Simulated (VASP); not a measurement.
## MgO: single point with PBEsol

Crystal: MgO.

```
Mg O
1.0
     3.45849    0.00000    0.00000
    -1.72924    2.99514    0.00000
     0.00000    0.00000    4.15792
Mg O
2 2
Cartesian
  0.0000 1.9968 -0.1983
  1.7292 0.9984 1.8806
  0.0000 1.9968 1.8806
  1.7292 0.9984 3.9596
```

| Property | Result |
| --- | --- |
| Program | VASP 6.6.1 |
| Task | single point |
| Functional | PBEsol |
| Potentials or basis | VASP PAW PBE potentials, release 64 (Mg, O) |
| Cutoff | 520 eV |
| k mesh | 6 × 6 × 4 |
| Occupations | fermi-dirac, width 0.02 eV |
| Spin | no spin polarisation |
| Dipole correction | no |
| Further INCAR settings | ALGO = Normal; EDIFF = 1e-07; NBANDS = 16 |

```json
{"Pressure": "3.7 GPa", "Band gap on the k mesh": "3.42 eV"}
```

Stress tensor (GPa, compression positive):
```
3.75 0.00 0.00
0.00 3.75 0.00
0.00 0.00 3.61
```

Levels at points of the mesh, in eV from the valence-band top:
| k point | band 5 | band 6 | band 7 | band 8 | band 9 | band 10 | band 11 | band 12 |
| --- | --- | --- | --- | --- | --- | --- | --- | --- |
| (0.00, 0.00, 0.00) | -1.80 | -0.85 | -0.85 | 0.00 | 3.42 | 9.54 | 12.24 | 12.57 |
| (0.50, 0.00, 0.00) | -2.42 | -2.03 | -1.35 | -0.55 | 6.91 | 9.21 | 9.72 | 12.29 |
| (0.00, 0.00, 0.50) | -1.34 | -1.34 | -1.34 | -1.34 | 6.46 | 6.46 | 12.93 | 12.93 |
| (0.50, 0.00, 0.50) | -1.60 | -1.60 | -0.87 | -0.87 | 7.24 | 7.24 | 12.12 | 12.12 |

Wall time 10 s on 1 thread of Intel(R) Xeon(R) Platinum 8559C (Emerald Rapids) (shared host), peak memory 0.16 GiB.

Caveat: the cell stands under pressure; the PAW data sets were made with another functional, which shifts forces and pressure a little.
